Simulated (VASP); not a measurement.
# GaSb3 (C2/m) in VASP: notebook

The runs below take GaSb3 through single point, with LDA.

Program: VASP 6.6.1. These are calculated values, not measurements. Logs are shortened: lines on timing, memory, paths and dates and some standing lists are left out, and cuts for length are marked.

### Step 1. The cell of the first run

It takes space group C2/m (No. 12, monoclinic). The conventional cell has a = 6.719 Å, b = 7.244 Å, c = 4.733 Å, α = 90.00°, β = 130.26°, γ = 90.00°. Within 3.9 Å of Ga (site symmetry 2/m) lie 14 Sb at 2.98 to 3.62 Å. Sb (site symmetry 2) has 4 Ga at 2.98 to 3.15 Å and 10 Sb at 2.98 to 3.62 Å within 3.9 Å. Within 3.9 Å of Sb (site symmetry 2/m) lie 8 Sb at 2.98 to 3.15 Å and 6 Ga at 3.36 to 3.62 Å.

### Step 2. Single point, LDA (engineering shear strain xz -0.0800, normal strain along z -0.0733)

INCAR reads:

```
ALGO = Normal
EDIFF = 1E-7
ENCUT = 520
ISIF = 2
ISMEAR = 0
LASPH = True
LCHARG = False
LREAL = False
LWAVE = False
NBANDS = 22
NELM = 100
PREC = Accurate
SIGMA = 0.15
```

KPOINTS reads:

```
k-points
0
Gamma
  10 10 10
```

POSCAR reads:

```
GaSb3
1.0
   -0.1448800451      3.6220011279      3.3565084452
    3.4771210828      0.0000000000      3.2116284001
    3.6220011279      3.6220011279     -0.1448800451
Ga Sb
1 3
Direct
    0.0000000000      0.0000000000      0.0000000000
    0.2500000000      0.2500000000      0.2500000000
    0.7500000000      0.7500000000      0.7500000000
    0.5000000000      0.5000000000      0.5000000000
```

Potentials or basis: VASP PAW LDA potentials, release 64 (Ga_d, Sb).

Run with:

```sh
$ cat potpaw_LDA.64/Ga_d/POTCAR potpaw_LDA.64/Sb/POTCAR > POTCAR
$ mpirun -np 1 vasp_std > vasp.out
```

OUTCAR:

```text
EDIFF = 1E-7
   ENCUT = 520
   ISIF = 2
   ISMEAR = 0
   LASPH = True
   LREAL = False
   NELM = 100
   PREC = Accurate

 ion  position               nearest neighbor table
   1  0.000  0.000  0.000-   3 2.98   2 2.98   3 2.98   2 2.98   3 3.15   2 3.15   3 3.15   2 3.15

   2  0.250  0.250  0.250-   1 2.98   1 2.98   4 2.98   4 2.98   1 3.15   4 3.15   1 3.15   4 3.15
                             3 3.36   3 3.36   3 3.62   3 3.62   3 3.62   3 3.62
   3  0.750  0.750  0.750-   4 2.98   1 2.98   4 2.98   1 2.98   4 3.15   1 3.15   4 3.15   1 3.15
                             2 3.36   2 3.36   2 3.62   2 3.62   2 3.62   2 3.62
   4  0.500  0.500  0.500-   2 2.98   2 2.98   3 2.98   3 2.98   2 3.15   3 3.15   2 3.15   3 3.15

  LATTYP: Found a base centered monoclinic cell.
 ALAT       =     6.7192675703
 B/A-ratio  =     1.0780940303
 C/A-ratio  =     0.7044494603
 COS(beta)  =    -0.6461960275

  Lattice vectors:

 A1 = (   0.1448800451,  -3.6220011279,  -3.3565084452)
 A2 = (   0.1448800451,   3.6220011279,  -3.3565084452)
 A3 = (   3.4771210828,   0.0000000000,   3.2116284001)

Analysis of symmetry for initial positions (statically):
=====================================================================
 Subroutine PRICEL returns:
 Original cell was already a primitive cell.

 Routine SETGRP: Setting up the symmetry group for a
 base centered monoclinic supercell.

 Subroutine GETGRP returns: Found  4 space group operations
 (whereof  4 operations were pure point group operations)
 out of a pool of  4 trial point group operations.

The static configuration has the point symmetry C_2h.

Analysis of symmetry for dynamics (positions and initial velocities):
=====================================================================
 Subroutine PRICEL returns:
 Original cell was already a primitive cell.

 Routine SETGRP: Setting up the symmetry group for a
 base centered monoclinic supercell.

 Subroutine GETGRP returns: Found  4 space group operations
 (whereof  4 operations were pure point group operations)
 out of a pool of  4 trial point group operations.

The dynamic configuration has the point symmetry C_2h.

 Subroutine INISYM returns: Found  4 space group operations
 (whereof  4 operations are pure point group operations),
 and found     1 'primitive' translations

----------------------------------------------------------------------------------------

                                     Primitive cell

  volume of cell :      87.9153

  direct lattice vectors                    reciprocal lattice vectors
    -0.144880045  3.622001128  3.356508445    -0.132315113  0.138045236  0.143253082
     3.477121083  0.000000000  3.211628400     0.144252869 -0.138045236  0.155190839
     3.622001128  3.622001128 -0.144880045     0.132315113  0.138045236 -0.143253082

  length of vectors
     4.940246081  4.733384413  5.124331622     0.238925138  0.252882530  0.238925138

  position of ions in fractional coordinates (direct lattice)
     0.000000000  0.000000000  0.000000000
     0.250000000  0.250000000  0.250000000
     0.750000000  0.750000000  0.750000000
     0.500000000  0.500000000  0.500000000

  ion indices of the primitive-cell ions
   primitive index   ion index
                 1           1
                 2           2
                 3           3
                 4           4

----------------------------------------------------------------------------------------

 KPOINTS: k-points

Automatic generation of k-mesh.
 Grid dimensions read from file:
 generate k-points for:   10   10   10

 Generating k-lattice:

  Cartesian coordinates                     Fractional coordinates (reciprocal lattice)
    -0.013231511  0.013804524  0.014325308     0.100000000  0.000000000  0.000000000
     0.014425287 -0.013804524  0.015519084     0.000000000  0.100000000  0.000000000
     0.013231511  0.013804524 -0.014325308    -0.000000000  0.000000000  0.100000000

  Length of vectors
     0.023892514  0.025288253  0.023892514

  Shift w.r.t. Gamma in fractional coordinates (k-lattice)
     0.000000000  0.000000000  0.000000000

 Subroutine IBZKPT returns following result:
 ===========================================

 Found    282 irreducible k-points:

 Following reciprocal coordinates:
            Coordinates               Weight
  0.000000  0.000000  0.000000      1.000000
  0.100000  0.000000 -0.000000      4.000000
  0.200000  0.000000 -0.000000      4.000000
  0.300000  0.000000 -0.000000      4.000000
  0.400000  0.000000 -0.000000      4.000000
  0.500000  0.000000 -0.000000      2.000000
[... 16 lines left out ...]
 -0.400000  0.200000  0.000000      4.000000
 -0.300000  0.200000  0.000000      4.000000
 [... further k-points ...]
   k-points           NKPTS =    282   k-points in BZ     NKDIM =    282   number of bands    NBANDS=     22
   number of dos      NEDOS =    301   number of ions     NIONS =      4
   total plane-waves  NPLWV =  57600
   dimension x,y,z NGX =    40 NGY =   36 NGZ =   40
   dimension x,y,z NGXF=    80 NGYF=   72 NGZF=   80
   ions per type =               1   3
   NGX,Y,Z   is equivalent  to a cutoff of  13.46, 12.64, 12.98 a.u.
   NGXF,Y,Z  is equivalent  to a cutoff of  26.92, 25.29, 25.95 a.u.
 SYSTEM =  unknown system
   PREC   = accura    normal or accurate (medium, high low for compatibility)
   ISTART =      0    job   : 0-new  1-cont  2-samecut
   ICHARG =      2    charge: 1-file 2-atom 10-const
   ISPIN  =      1    spin polarized calculation?
   LNONCOLLINEAR =      F non collinear calculations
   LSORBIT =      F    spin-orbit coupling
   LASPH  =      T    aspherical Exc in radial PAW
   ENCUT  =  520.0 eV  38.22 Ry    6.18 a.u.   9.19  8.80  9.53*2*pi/ulx,y,z
   NELM   =    100;   NELMIN=  2; NELMDL= -5     # of ELM steps
   EDIFF  = 0.1E-06   stopping-criterion for ELM
   LREAL  =      F    real-space projection
   EDIFFG = 0.1E-05   stopping-criterion for IOM
   NSW    =      0    number of steps for IOM
   IBRION =     -1    ionic relax: 0-MD 1-quasi-New 2-CG
   NFREE  =      0    steps in history (QN), initial steepest desc. (CG)
   ISIF   =      2    stress and relaxation
   ISYM   =      2    0-nonsym 1-usesym 2-fastsym
   POTIM  = 0.5000    time-step for ionic-motion
   TEBEG  =    0.0;   TEEND  =   0.0 temperature during run
   PSTRESS=    0.0 pullay stress
   NELECT =      28.0000    total number of electrons
   NUPDOWN=      -1.0000    fix difference up-down
   EMIN   =  10.00;   EMAX   =-10.00  energy-range for DOS
   EFERMI =   0.00;   METHOD = LEGACY
   ISMEAR =     0;   SIGMA  =   0.15  broadening in eV -4-tet -1-fermi 0-gaus
   EFERMI_NEDOS =   21; number of points for ismear=-14 and -15
   IALGO  =     38    algorithm
   IMIX   =      4    mixing-type and parameters
     AMIX     =   0.40;   BMIX     =  1.00
     AMIX_MAG =   1.60;   BMIX_MAG =  1.00
  volume/ion in A,a.u.               =      21.98       148.32
  Fermi-wavevector in a.u.,A,eV,Ry     =   1.117994  2.112702 17.006058  1.249910
  Thomas-Fermi vector in A             =   2.254621
   LORBIT       =      0    0 simple, 1 ext, 2 COOP (PROOUT), +10 PAW based schemes
   GGA     = CA    functional components
   LHFCALC =     F    Hartree Fock is set to
   AEXX    =    0.0000 exact exchange contribution
   IVDW    =     0    specifies the selected vdW correction
   LEPSILON=     F    determine dielectric tensor
   LRPA    =     F    only Hartree local field effects (RPA)
 non-spin polarized calculation
 Gauss-broadening in eV      SIGMA  =   0.15
  energy-cutoff  :      520.00
  volume of cell :       87.92
 maximum number of plane-waves:      2390
 NGX is ok and might be reduce to    40
   NGX = 19   NGY = 17   NGZ = 19

 number of electron      27.9999993 magnetization

 Free energy of the ion-electron system (eV)
  ---------------------------------------------------
  ext. energy  EPLUGINS =         0.00000000
  ---------------------------------------------------
  free energy    TOTEN  =       -17.08168783 eV

  energy without entropy =      -17.05616489  energy(sigma->0) =      -17.06892636

 E-fermi :   9.5011     XC(G=0): -11.1099

 val. band max:        9.4970326572   @ k =   0.2000  -0.3000   0.2000
 cond. band min:       9.5010849289   @ k =  -0.3000   0.3000   0.3000
 fundamental gap:      0.0040522718
 Fermi energy:         9.5010768332

 k-point     1 :       0.0000    0.0000    0.0000
  band No.  band energies     occupation
      1      -5.5320      2.00000
      2      -5.5314      2.00000
      3      -5.5203      2.00000
      4      -5.5126      2.00000
      5      -5.4973      2.00000
      6      -4.3415      2.00000
[... 14 lines left out ...]
     21      16.7281      0.00000
     22      17.2840      0.00000

 k-point     2 :       0.1000    0.0000   -0.0000
  band No.  band energies     occupation
      1      -5.5318      2.00000
      2      -5.5314      2.00000
      3      -5.5205      2.00000
      4      -5.5128      2.00000
      5      -5.4974      2.00000
      6      -4.2569      2.00000
[... 14 lines left out ...]
     21      16.0466      0.00000
     22      16.9167      0.00000

 k-point     3 :       0.2000    0.0000   -0.0000
  band No.  band energies     occupation
      1      -5.5331      2.00000
      2      -5.5304      2.00000
      3      -5.5208      2.00000
      4      -5.5133      2.00000
      5      -5.4977      2.00000
      6      -4.0046      2.00000
[... 14 lines left out ...]
     21      14.8027      0.00000
     22      15.8640      0.00000

 k-point     4 :       0.3000    0.0000   -0.0000
  band No.  band energies     occupation
      1      -5.5358      2.00000
      2      -5.5292      2.00000
      3      -5.5207      2.00000
      4      -5.5137      2.00000
      5      -5.4980      2.00000
      6      -3.5919      2.00000
[... 14 lines left out ...]
     21      14.7567      0.00000
     22      15.3911      0.00000

 k-point     5 :       0.4000    0.0000   -0.0000
  band No.  band energies     occupation
      1      -5.5385      2.00000
      2      -5.5284      2.00000
      3      -5.5204      2.00000
      4      -5.5138      2.00000
      5      -5.4981      2.00000
      6      -3.0525      2.00000
[... 14 lines left out ...]
     21      14.1628      0.00000
     22      16.1899      0.00000

 k-point     6 :       0.5000    0.0000   -0.0000
  band No.  band energies     occupation
      1      -5.5396      2.00000
      2      -5.5281      2.00000
      3      -5.5203      2.00000
      4      -5.5138      2.00000
      5      -5.4982      2.00000
      6      -2.6539      2.00000
[... 14 lines left out ...]
     21      14.9148      0.00000
     22      17.6546      0.00000

 k-point     7 :      -0.0000    0.1000    0.0000
  band No.  band energies     occupation
      1      -5.5329      2.00000
      2      -5.5307      2.00000
      3      -5.5200      2.00000
      4      -5.5128      2.00000
      5      -5.4973      2.00000
      6      -4.2452      2.00000
[... 324 lines left out ...]
      6      -3.4832      2.00000
[... 14 lines left out ...]
     21      14.6812      0.00000
     22      16.1715      0.00000

 k-point    21 :       0.4000    0.2000   -0.0000
  band No.  band energies     occupation
      1      -5.5354      2.00000
      2      -5.5294      2.00000
      3      -5.5223      2.00000
      4      -5.5187      2.00000
      5      -5.4966      2.00000
      6      -3.0073      2.00000
[... 14 lines left out ...]
     21      14.3494      0.00000
     22      15.8941      0.00000

 k-point    22 :       0.5000    0.2000   -0.0000
  band No.  band energies     occupation
      1      -5.5351      2.00000
      2      -5.5309      2.00000
      3      -5.5214      2.00000
      4      -5.5191      2.00000
      5      -5.4972      2.00000
      6      -2.4529      2.00000
[... 14 lines left out ...]
     21      15.2975      0.00000
     22      15.7309      0.00000

 k-point    23 :      -0.4000    0.2000    0.0000
  band No.  band energies     occupation
      1      -5.5342      2.00000
      2      -5.5322      2.00000
      3      -5.5207      2.00000
      4      -5.5183      2.00000
      5      -5.4979      2.00000
      6      -2.3981      2.00000
[... 14 lines left out ...]
     21      15.1719      0.00000
     22      17.2114      0.00000

 k-point    24 :      -0.3000    0.2000    0.0000
  band No.  band energies     occupation
      1      -5.5351      2.00000
      2      -5.5311      2.00000
      3      -5.5204      2.00000
      4      -5.5165      2.00000
      5      -5.4984      2.00000
      6      -2.9429      2.00000
[... 14 lines left out ...]
     21      16.0891      0.00000
     22      16.3279      0.00000

 [... further k-points ...]

------------------------ aborting loop because EDIFF is reached ----------------------------------------

  FORCE on cell =-STRESS in cart. coord.  units (eV):
  Direction    XX          YY          ZZ          XY          YZ          ZX
  --------------------------------------------------------------------------------------
  -------------------------------------------------------------------------------------
  Total        3.6593637      4.1016030      4.4185302      0.0000000      0.0000000      1.2761733
  in kB       66.6886210     74.7480354     80.5237500      0.0000000      0.0000000     23.2571131
  external PRESSURE =      73.9868021 kB  Pullay stress =       0.0000000 kB

 VOLUME and BASIS-vectors are now :
 -----------------------------------------------------------------------------
  energy-cutoff  :      520.00
  volume of cell :       87.92
      direct lattice vectors                 reciprocal lattice vectors
    -0.144880045  3.622001128  3.356508445    -0.132315113  0.138045236  0.143253082
     3.477121083  0.000000000  3.211628400     0.144252869 -0.138045236  0.155190839
     3.622001128  3.622001128 -0.144880045     0.132315113  0.138045236 -0.143253082

 POSITION                                       TOTAL-FORCE (eV/Angst)
 -----------------------------------------------------------------------------------
      0.00000      0.00000      0.00000        -0.000000      0.000000     -0.000000
      1.73856      1.81100      1.60581         0.000000     -0.316794     -0.000000
      5.21568      5.43300      4.81744        -0.000000      0.316794      0.000000
      3.47712      3.62200      3.21163         0.000000      0.000000     -0.000000
 -----------------------------------------------------------------------------------
    total drift:                               -0.000000      0.000000      0.000000

  FREE ENERGIE OF THE ION-ELECTRON SYSTEM (eV)
  ---------------------------------------------------
  free  energy   TOTEN  =       -17.0816878252 eV

  energy  without entropy=      -17.0561648913  energy(sigma->0) =      -17.06892636
```

Wall time 5.7 min (1 thread of Intel Xeon Platinum 8259CL at 2.50GHz (Skylake/Cascade Lake), shared host); peak memory 0.58 GiB.

What came out:

```yaml
Free_energy: -17.0817 eV
Pressure: 7.4 GPa
Largest_force: 0.317 eV/Å
Band_gap_on_the_k_mesh: zero (bands 14 and 15 overlap by 4.10 eV)
```

Forces on the atoms (eV/Å):
```
Ga   0.000  0.000  0.000
Sb   0.000 -0.317  0.000
Sb   0.000  0.317  0.000
Sb   0.000  0.000  0.000
```

Levels at points of the mesh, in eV from the Fermi level:
| k point | band 10 | band 11 | band 12 | band 13 | band 14 | band 15 | band 16 | band 17 | band 18 | band 19 |
| --- | --- | --- | --- | --- | --- | --- | --- | --- | --- | --- |
| (0.00, 0.00, 0.00) | -3.10 | -3.05 | -2.95 | -2.93 | -2.79 | -2.36 | -1.27 | -1.25 | -0.06 | 2.91 |
| (0.50, 0.00, 0.00) | -4.26 | -3.56 | -3.26 | -2.82 | -0.13 | 0.23 | 1.79 | 2.57 | 2.63 | 3.37 |
| (0.00, 0.50, 0.00) | -4.51 | -3.99 | -3.48 | -3.12 | -0.40 | 0.02 | 1.89 | 2.71 | 3.37 | 4.08 |
| (0.50, 0.50, 0.00) | -6.34 | -6.33 | 0.34 | 0.51 | 1.05 | 1.65 | 1.88 | 2.15 | 3.06 | 4.40 |
| (0.50, 0.00, 0.50) | -6.30 | -5.85 | 0.57 | 1.13 | 1.41 | 1.74 | 2.07 | 2.24 | 2.98 | 4.07 |
| (0.00, 0.50, 0.50) | -6.18 | -6.03 | 0.59 | 1.07 | 1.32 | 1.42 | 2.02 | 2.32 | 2.91 | 3.51 |

Caveat: the cell differs from its parent crystal (engineering shear strain xz -0.0800, normal strain along z -0.0733); the cell stands under pressure; spin-orbit coupling is left out, which moves the levels of the heavy elements.

[end of part 1 of 2]
